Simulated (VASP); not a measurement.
Set up this calculation in VASP 6.6.1, as the native input.

```yaml
Task: single point
Functional: LDA
Potentials_or_basis: VASP PAW LDA potentials, release 64 (W_sv, S)
Cutoff: 520 eV
k_mesh: 12 × 12 × 4
Occupations: gaussian, width 0.05 eV
Spin: no spin polarisation
Dipole_correction: no
Further_INCAR_settings: ALGO = Normal; EDIFF = 1e-07; NBANDS = 35
```

The structure of WS2 lies in POSCAR:

```
WS2
1.0
    3.2078374247      0.0000000000      0.0000000000
   -1.6039187124      2.7780687010      0.0000000000
    0.0000000000      0.0000000000     12.4678049309
W S
2 4
Direct
    0.3333333333      0.6666666667      0.2500000000
    0.6666666667      0.3333333333      0.7500000000
    0.3333333333      0.6666666667      0.6145775701
    0.6666666667      0.3333333333      0.1145775701
    0.3333333333      0.6666666667      0.8854224299
    0.6666666667      0.3333333333      0.3854224299
```

This cell differs from its parent crystal: atoms shifted along a free coordinate.

One way to write it, as run:

INCAR

```
SYSTEM = WS2
PREC     = Accurate       ! precision mode
ENCUT    = 520            ! plane-wave cutoff, eV
EDIFF    = 1E-7           ! SCF threshold, eV
ISMEAR   = 0              ! smearing method
SIGMA    = 0.05           ! smearing width, eV
LREAL    = .False.        ! projectors in reciprocal space
LASPH    = .True.         ! aspherical terms in the spheres
NELM     = 60             ! most SCF steps
ALGO     = Normal         ! electronic algorithm
ISIF     = 2              ! what is computed and relaxed
LWAVE    = .False.        ! write WAVECAR
LCHARG   = .False.        ! write CHGCAR
NBANDS   = 35             ! bands
```

KPOINTS

```
regular mesh
0
Gamma
  12 12 4
  0 0 0
```

Potentials or basis: VASP PAW LDA potentials, release 64 (W_sv, S).

Run with:

```bash
$ cat potpaw_LDA.64/W_sv/POTCAR potpaw_LDA.64/S/POTCAR > POTCAR
$ mpirun -np 1 vasp_std > vasp.out
```

It gave:

```yaml
Pressure: -18.0 GPa
Largest_force: 2.518 eV/Å
Band_gap_on_the_k_mesh: 0.84 eV (least direct gap 1.85 eV)
```

Caveat: the cell differs from its parent crystal (atoms shifted along a free coordinate); the stress differs along the axes, from -25 to -15 GPa; spin-orbit coupling is left out, which moves the levels of the heavy elements; forces of over 1 eV/Å act on the atoms, so gaps and moduli don't describe the material at rest.

Run time: 84 s on 1 thread of Intel(R) Xeon(R) 6975P-C (Granite Rapids) (shared host), peak memory 0.3 GiB.
